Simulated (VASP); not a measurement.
# Ni (Fm-3m) in VASP: notebook

The runs below take Ni through single point, with r2SCAN.

Everything below comes from runs of VASP 6.6.1. Logs are shortened: lines on timing, memory, paths and dates and some standing lists are left out, and cuts for length are marked.

### Step 1. The cell of the first run

It takes space group Fm-3m (No. 225, cubic). Conventional cell: a = 3.455 Å, b = 3.455 Å, c = 3.455 Å, α = 90.00°, β = 90.00°, γ = 90.00°. Ni (site symmetry m-3m) has 12 Ni at 2.44 Å within 3.2 Å.

### Step 2. Single point, r2SCAN, collinear spin, ferromagnetic start (10.31 Å³/atom)

File POSCAR:

```
Ni
1.0
    0.0000000000      1.7275386918      1.7275386918
    1.7275386918      0.0000000000      1.7275386918
    1.7275386918      1.7275386918      0.0000000000
Ni
1
Direct
    0.0000000000      0.0000000000      0.0000000000
```

File INCAR.step1:

```
SYSTEM = Ni
PREC = Accurate ; ENCUT = 520
ISMEAR = 0 ; SIGMA = 0.05
LREAL = .False. ; LASPH = .True.
NELM = 150 ; ISPIN = 2
MAGMOM = 0.9 ; LMAXMIX = 4
NBANDS = 15 ; GGA = PE
ALGO = Normal ; EDIFF = 1E-4
LWAVE = .True. ; LCHARG = .False.
```

File INCAR.step2:

```
SYSTEM = Ni
PREC = Accurate ; ENCUT = 520
EDIFF = 1E-7 ; ISMEAR = 0
SIGMA = 0.05 ; LREAL = .False.
LASPH = .True. ; NELM = 150
ALGO = Normal ; ISIF = 2
LWAVE = .False. ; LCHARG = .False.
ISPIN = 2 ; MAGMOM = 0.9
LORBIT = 11 ; LMAXMIX = 4
METAGGA = R2SCAN ; LMIXTAU = .True.
NBANDS = 15 ; ISTART = 1
```

File KPOINTS:

```
Automatic mesh
0
Gamma
  22 22 22
  0 0 0
```

Potentials or basis: VASP PAW PBE potentials, release 64 (Ni).

Run with:

```
$ cat potpaw_PBE.64/Ni/POTCAR > POTCAR
$ cp INCAR.step1 INCAR
$ mpirun -np 1 vasp_std > vasp.out
$ cp INCAR.step2 INCAR
$ mpirun -np 1 vasp_std > vasp.out
```

OUTCAR:

```text
SYSTEM = Ni
   PREC = Accurate
   ENCUT = 520
   EDIFF = 1E-7
   ISMEAR = 0
   LREAL = .False.
   LASPH = .True.
   NELM = 150
   ISIF = 2
   ISPIN = 2
   LORBIT = 11
   METAGGA = R2SCAN
   ISTART = 1

 ion  position               nearest neighbor table
   1  0.000  0.000  0.000-

  LATTYP: Found a face centered cubic cell.
 ALAT       =     3.4550773836

  Lattice vectors:

 A1 = (   0.0000000000,   1.7275386918,   1.7275386918)
 A2 = (   1.7275386918,   0.0000000000,   1.7275386918)
 A3 = (   1.7275386918,   1.7275386918,   0.0000000000)

Analysis of symmetry for initial positions (statically):
=====================================================================
 Subroutine PRICEL returns:
 Original cell was already a primitive cell.

 Routine SETGRP: Setting up the symmetry group for a
 face centered cubic supercell.

 Subroutine GETGRP returns: Found 48 space group operations
 (whereof 48 operations were pure point group operations)
 out of a pool of 48 trial point group operations.

The static configuration has the point symmetry O_h .

Analysis of symmetry for dynamics (positions and initial velocities):
=====================================================================
 Subroutine PRICEL returns:
 Original cell was already a primitive cell.

 Routine SETGRP: Setting up the symmetry group for a
 face centered cubic supercell.

 Subroutine GETGRP returns: Found 48 space group operations
 (whereof 48 operations were pure point group operations)
 out of a pool of 48 trial point group operations.

The dynamic configuration has the point symmetry O_h .

Analysis of structural, dynamic, and magnetic symmetry:
=====================================================================
 Subroutine PRICEL returns:
 Original cell was already a primitive cell.

 Routine SETGRP: Setting up the symmetry group for a
 face centered cubic supercell.

 Subroutine GETGRP returns: Found 48 space group operations
 (whereof 48 operations were pure point group operations)
 out of a pool of 48 trial point group operations.

The overall configuration has the point symmetry O_h .

 Subroutine INISYM returns: Found 48 space group operations
 (whereof 48 operations are pure point group operations),
 and found     1 'primitive' translations

----------------------------------------------------------------------------------------

                                     Primitive cell

  volume of cell :      10.3113

  direct lattice vectors                    reciprocal lattice vectors
     0.000000000  1.727538692  1.727538692    -0.289429118  0.289429118  0.289429118
     1.727538692  0.000000000  1.727538692     0.289429118 -0.289429118  0.289429118
     1.727538692  1.727538692  0.000000000     0.289429118  0.289429118 -0.289429118

  length of vectors
     2.443108647  2.443108647  2.443108647     0.501305938  0.501305938  0.501305938

  position of ions in fractional coordinates (direct lattice)
     0.000000000  0.000000000  0.000000000

  ion indices of the primitive-cell ions
   primitive index   ion index
                 1           1

----------------------------------------------------------------------------------------

 KPOINTS: Automatic mesh

Automatic generation of k-mesh.
 Grid dimensions read from file:
 generate k-points for:   22   22   22

 Generating k-lattice:

  Cartesian coordinates                     Fractional coordinates (reciprocal lattice)
    -0.013155869  0.013155869  0.013155869     0.045454545  0.000000000  0.000000000
     0.013155869 -0.013155869  0.013155869     0.000000000  0.045454545  0.000000000
     0.013155869  0.013155869 -0.013155869     0.000000000  0.000000000  0.045454545

  Length of vectors
     0.022786634  0.022786634  0.022786634

  Shift w.r.t. Gamma in fractional coordinates (k-lattice)
     0.000000000  0.000000000  0.000000000

 Subroutine IBZKPT returns following result:
 ===========================================

 Found    328 irreducible k-points:

 Following reciprocal coordinates:
            Coordinates               Weight
  0.000000  0.000000  0.000000      1.000000
  0.045455  0.000000  0.000000      8.000000
  0.090909  0.000000  0.000000      8.000000
  0.136364  0.000000  0.000000      8.000000
  0.181818  0.000000  0.000000      8.000000
  0.227273  0.000000  0.000000      8.000000
[... 16 lines left out ...]
  0.500000  0.045455  0.000000     24.000000
 -0.454545  0.045455  0.000000     24.000000
 [... further k-points ...]
   k-points           NKPTS =    328   k-points in BZ     NKDIM =    328   number of bands    NBANDS=     15
   number of dos      NEDOS =    301   number of ions     NIONS =      1
   total plane-waves  NPLWV =   5832
   dimension x,y,z NGX =    18 NGY =   18 NGZ =   18
   dimension x,y,z NGXF=    36 NGYF=   36 NGZF=   36
   ions per type =               1
   NGX,Y,Z   is equivalent  to a cutoff of  12.25, 12.25, 12.25 a.u.
   NGXF,Y,Z  is equivalent  to a cutoff of  24.50, 24.50, 24.50 a.u.
 SYSTEM =  Ni
   PREC   = accura    normal or accurate (medium, high low for compatibility)
   ISTART =      1    job   : 0-new  1-cont  2-samecut
   ICHARG =      0    charge: 1-file 2-atom 10-const
   ISPIN  =      2    spin polarized calculation?
   LNONCOLLINEAR =      F non collinear calculations
   LSORBIT =      F    spin-orbit coupling
   LASPH  =      T    aspherical Exc in radial PAW
   ENCUT  =  520.0 eV  38.22 Ry    6.18 a.u.   4.54  4.54  4.54*2*pi/ulx,y,z
   NELM   =    150;   NELMIN=  2; NELMDL=  0     # of ELM steps
   EDIFF  = 0.1E-06   stopping-criterion for ELM
   LREAL  =      F    real-space projection
   EDIFFG = 0.1E-05   stopping-criterion for IOM
   NSW    =      0    number of steps for IOM
   IBRION =     -1    ionic relax: 0-MD 1-quasi-New 2-CG
   NFREE  =      0    steps in history (QN), initial steepest desc. (CG)
   ISIF   =      2    stress and relaxation
   ISYM   =      2    0-nonsym 1-usesym 2-fastsym
   POTIM  = 0.5000    time-step for ionic-motion
   TEBEG  =    0.0;   TEEND  =   0.0 temperature during run
   PSTRESS=    0.0 pullay stress
   NELECT =      10.0000    total number of electrons
   NUPDOWN=      -1.0000    fix difference up-down
   EMIN   =  10.00;   EMAX   =-10.00  energy-range for DOS
   EFERMI =   0.00;   METHOD = LEGACY
   ISMEAR =     0;   SIGMA  =   0.05  broadening in eV -4-tet -1-fermi 0-gaus
   EFERMI_NEDOS =   21; number of points for ismear=-14 and -15
   IALGO  =     38    algorithm
   IMIX   =      4    mixing-type and parameters
     AMIX     =   0.40;   BMIX     =  1.00
     AMIX_MAG =   1.60;   BMIX_MAG =  1.00
  volume/ion in A,a.u.               =      10.31        69.58
  Fermi-wavevector in a.u.,A,eV,Ry     =   1.620455  3.062216 35.727202  2.625875
  Thomas-Fermi vector in A             =   2.714391
   LORBIT       =     11    0 simple, 1 ext, 2 COOP (PROOUT), +10 PAW based schemes
   METAGGA = R2SCAN    functional components
   LHFCALC =     F    Hartree Fock is set to
   AEXX    =    0.0000 exact exchange contribution
   IVDW    =     0    specifies the selected vdW correction
   LEPSILON=     F    determine dielectric tensor
   LRPA    =     F    only Hartree local field effects (RPA)
 spin polarized calculation
 Gauss-broadening in eV      SIGMA  =   0.05
  energy-cutoff  :      520.00
  volume of cell :       10.31
 maximum number of plane-waves:       291
   NGX =  9   NGY =  9   NGZ =  9

 number of electron       9.9999992 magnetization       0.7091879

 Free energy of the ion-electron system (eV)
  ---------------------------------------------------
  ext. energy  EPLUGINS =         0.00000000
  ---------------------------------------------------
  free energy    TOTEN  =       -11.94034993 eV

  energy without entropy =      -11.93861665  energy(sigma->0) =      -11.93948329

 E-fermi :  10.1093     XC(G=0): -14.7560

 val. band max:       10.1082406869   @ k =  -0.3182   0.2727   0.0909
 cond. band min:      10.1119345709   @ k =   0.3636   0.1364   0.0455
 fundamental gap:      0.0036938840
 Fermi energy:        10.1093369221

 spin component 1

 k-point     1 :       0.0000    0.0000    0.0000
  band No.  band energies     occupation
      1       0.2949      1.00000
      2       7.0281      1.00000
      3       7.0282      1.00000
      4       7.0282      1.00000
      5       8.4026      1.00000
      6       8.4026      1.00000
      7      35.1061      0.00000
      8      39.6934      0.00000
      9      39.6934      0.00000
     10      39.6938      0.00000
     11      42.5110      0.00000
     12      42.5110      0.00000
     13      42.5110      0.00000
     14      45.8015      0.00000
     15      52.1292      0.00000
[... 397 lines left out ...]
 k-point    24 :      -0.4545    0.0455    0.0000
  band No.  band energies     occupation
      1       4.5554      1.00000
      2       7.0715      1.00000
      3       7.1341      1.00000
      4       8.5739      1.00000
      5       9.0194      1.00000
      6       9.9784      0.99989
      7      16.4208      0.00000
      8      33.0642      0.00000
      9      35.7002      0.00000
     10      36.3966      0.00000
     11      39.8823      0.00000
     12      40.6324      0.00000
     13      46.5971      0.00000
     14      52.9325      0.00000
     15      58.4615      0.00000

 [... further k-points ...]

 spin component 2

 k-point     1 :       0.0000    0.0000    0.0000
  band No.  band energies     occupation
      1       0.0521      1.00000
      2       8.3237      1.00000
      3       8.3237      1.00000
      4       8.3237      1.00000
      5       9.1446      1.00000
      6       9.1446      1.00000
      7      34.8605      0.00000
      8      39.8023      0.00000
      9      39.8025      0.00000
     10      39.8025      0.00000
     11      42.8052      0.00000
     12      42.8052      0.00000
     13      42.8053      0.00000
     14      45.8909      0.00000
     15      53.5560      0.00000
[... 397 lines left out ...]
 k-point    24 :      -0.4545    0.0455    0.0000
  band No.  band energies     occupation
      1       5.1941      1.00000
      2       7.9395      1.00000
      3       8.0282      1.00000
      4       9.0169      1.00000
      5      10.2329      0.00024
      6      10.6167      0.00000
      7      17.0666      0.00000
      8      33.0052      0.00000
      9      35.9232      0.00000
     10      36.6509      0.00000
     11      40.0598      0.00000
     12      40.7981      0.00000
     13      46.9942      0.00000
     14      55.4845      0.00000
     15      58.8573      0.00000

 [... further k-points ...]
[... 5 lines left out ...]
  --------------------------------------------------------------------------------------
  -------------------------------------------------------------------------------------
  Total        0.3004316      0.3004316      0.3004316      0.0000000      0.0000000      0.0000000
  in kB       46.6812887     46.6812887     46.6812887      0.0000000      0.0000000      0.0000000
  external PRESSURE =      46.6812887 kB  Pullay stress =       0.0000000 kB

 VOLUME and BASIS-vectors are now :
 -----------------------------------------------------------------------------
  energy-cutoff  :      520.00
  volume of cell :       10.31
      direct lattice vectors                 reciprocal lattice vectors
     0.000000000  1.727538692  1.727538692    -0.289429118  0.289429118  0.289429118
     1.727538692  0.000000000  1.727538692     0.289429118 -0.289429118  0.289429118
     1.727538692  1.727538692  0.000000000     0.289429118  0.289429118 -0.289429118

 POSITION                                       TOTAL-FORCE (eV/Angst)
 -----------------------------------------------------------------------------------
      0.00000      0.00000      0.00000         0.000000      0.000000      0.000000
 -----------------------------------------------------------------------------------
    total drift:                                0.000000     -0.000000     -0.000000

  FREE ENERGIE OF THE ION-ELECTRON SYSTEM (eV)
  ---------------------------------------------------
  free  energy   TOTEN  =       -11.9403499285 eV

  energy  without entropy=      -11.9386166459  energy(sigma->0) =      -11.93948329

 total charge

# of ion       s       p       d       tot
------------------------------------------
    1        0.537   0.569   8.340   9.447

 magnetization (x)

# of ion       s       p       d       tot
------------------------------------------
    1       -0.010  -0.042   0.776   0.724
```

Wall time 7.8 min (1 thread of Intel Xeon Platinum 8259CL at 2.50GHz (Skylake/Cascade Lake), shared host); peak memory 0.19 GiB.

Results:

```yaml
Free_energy: -11.9403 eV
Pressure: 4.7 GPa
Net_moment: 0.71 μB per cell
Site_moments: Ni +0.72 μB
Valence_electrons_inside_the_program's_atomic_spheres: Ni 9.45
```

Caveat: the cell stands under pressure; the PAW data sets were made with another functional, which shifts forces and pressure a little.

### Step 3. Single point, r2SCAN, collinear spin, ferromagnetic start

This run uses another cell than the first one, of 10.52 Å³/atom.

File POSCAR:

```
Ni
1.0
    0.0000000000      1.7392116046      1.7392116046
    1.7392116046      0.0000000000      1.7392116046
    1.7392116046      1.7392116046      0.0000000000
Ni
1
Direct
    0.0000000000      0.0000000000      0.0000000000
```

File INCAR.step1:

```
SYSTEM = Ni
  PREC = Accurate
  ENCUT = 520
  ISMEAR = 0
  SIGMA = 0.05
  LREAL = .False.
  LASPH = .True.
  NELM = 150
  ISPIN = 2
  MAGMOM = 0.9
  LMAXMIX = 4
  NBANDS = 15
  GGA = PE
  ALGO = Normal
  EDIFF = 1E-4
  LWAVE = .True.
  LCHARG = .False.
```

File INCAR.step2:

```
SYSTEM = Ni
  PREC = Accurate
  ENCUT = 520
  EDIFF = 1E-6
  ISMEAR = 0
  SIGMA = 0.05
  LREAL = .False.
  LASPH = .True.
  NELM = 150
  ALGO = Normal
  ISIF = 2
  LWAVE = .False.
  LCHARG = .False.
  ISPIN = 2
  MAGMOM = 0.9
  LORBIT = 11
  LMAXMIX = 4
  METAGGA = R2SCAN
  LMIXTAU = .True.
  NBANDS = 15
  ISTART = 1
```

File KPOINTS:

```
regular mesh
0
Gamma
  22 22 22
  0 0 0
```

Potentials or basis: VASP PAW PBE potentials, release 64 (Ni).

Run with:

```
$ cat potpaw_PBE.64/Ni/POTCAR > POTCAR
$ cp INCAR.step1 INCAR
$ mpirun -np 1 vasp_std > vasp.out
$ cp INCAR.step2 INCAR
$ mpirun -np 1 vasp_std > vasp.out
```

OUTCAR:

```text
SYSTEM = Ni
   PREC = Accurate
   ENCUT = 520
   EDIFF = 1E-6
   ISMEAR = 0
   LREAL = .False.
   LASPH = .True.
   NELM = 150
   ISIF = 2
   ISPIN = 2
   LORBIT = 11
   METAGGA = R2SCAN
   ISTART = 1

 ion  position               nearest neighbor table
   1  0.000  0.000  0.000-

  LATTYP: Found a face centered cubic cell.
 ALAT       =     3.4784232092

  Lattice vectors:

 A1 = (   0.0000000000,   1.7392116046,   1.7392116046)
 A2 = (   1.7392116046,   0.0000000000,   1.7392116046)
 A3 = (   1.7392116046,   1.7392116046,   0.0000000000)
[... 1071 lines left out ...]
  -------------------------------------------------------------------------------------
  Total        0.0245515      0.0245515      0.0245515      0.0000000      0.0000000      0.0000000
  in kB        3.7385322      3.7385322      3.7385322      0.0000000      0.0000000      0.0000000
  external PRESSURE =       3.7385322 kB  Pullay stress =       0.0000000 kB

 VOLUME and BASIS-vectors are now :
 -----------------------------------------------------------------------------
  energy-cutoff  :      520.00
  volume of cell :       10.52
      direct lattice vectors                 reciprocal lattice vectors
     0.000000000  1.739211605  1.739211605    -0.287486582  0.287486582  0.287486582
     1.739211605  0.000000000  1.739211605     0.287486582 -0.287486582  0.287486582
     1.739211605  1.739211605  0.000000000     0.287486582  0.287486582 -0.287486582

 POSITION                                       TOTAL-FORCE (eV/Angst)
 -----------------------------------------------------------------------------------
      0.00000      0.00000      0.00000         0.000000     -0.000000     -0.000000
 -----------------------------------------------------------------------------------
    total drift:                               -0.000000     -0.000000     -0.000000

  FREE ENERGIE OF THE ION-ELECTRON SYSTEM (eV)
  ---------------------------------------------------
  free  energy   TOTEN  =       -11.9435588508 eV

  energy  without entropy=      -11.9418727274  energy(sigma->0) =      -11.94271579

 total charge

# of ion       s       p       d       tot
------------------------------------------
    1        0.529   0.550   8.328   9.407

 magnetization (x)

# of ion       s       p       d       tot
------------------------------------------
    1       -0.010  -0.042   0.797   0.746
```

OSZICAR.step1:

```text
N       E                     dE             d eps       ncg     rms          rms(c)
DAV:   1     0.332489293020E+02    0.33249E+02   -0.42121E+03 20823   0.867E+02
DAV:   2    -0.507233275359E+01   -0.38321E+02   -0.35535E+02 22130   0.163E+02
DAV:   3    -0.648278147290E+01   -0.14104E+01   -0.14008E+01 24349   0.308E+01
DAV:   4    -0.649070345724E+01   -0.79220E-02   -0.79209E-02 24012   0.220E+00
DAV:   5    -0.649079161505E+01   -0.88158E-04   -0.88156E-04 24762   0.208E-01    0.102E+01
DAV:   6    -0.577074082676E+01    0.72005E+00   -0.12777E+01 28522   0.396E+01    0.564E+00
DAV:   7    -0.548202411616E+01    0.28872E+00   -0.20935E+00 25847   0.144E+01    0.206E+00
DAV:   8    -0.546638604853E+01    0.15638E-01   -0.23995E-02 25475   0.108E+00    0.966E-01
DAV:   9    -0.546403581189E+01    0.23502E-02   -0.19934E-03 31767   0.278E-01    0.250E-01
DAV:  10    -0.546363553512E+01    0.40028E-03   -0.35805E-04 22546   0.103E-01    0.436E-02
DAV:  11    -0.546361514499E+01    0.20390E-04   -0.50722E-05 19549   0.471E-02
   1 F= -.54636151E+01 E0= -.54627361E+01  d E =-.175817E-02  mag=     0.6413
```

Wall time 6.6 min (1 thread of Intel Xeon Platinum 8259CL at 2.50GHz (Skylake/Cascade Lake), shared host); peak memory 0.19 GiB.

Results:

* Free energy: -11.9436 eV
* Pressure: 0.4 GPa
* Net moment: 0.73 μB per cell
* Site moments: Ni +0.75 μB
* Valence electrons inside the program's atomic spheres: Ni 9.41

Caveat: the PAW data sets were made with another functional, which shifts forces and pressure a little.
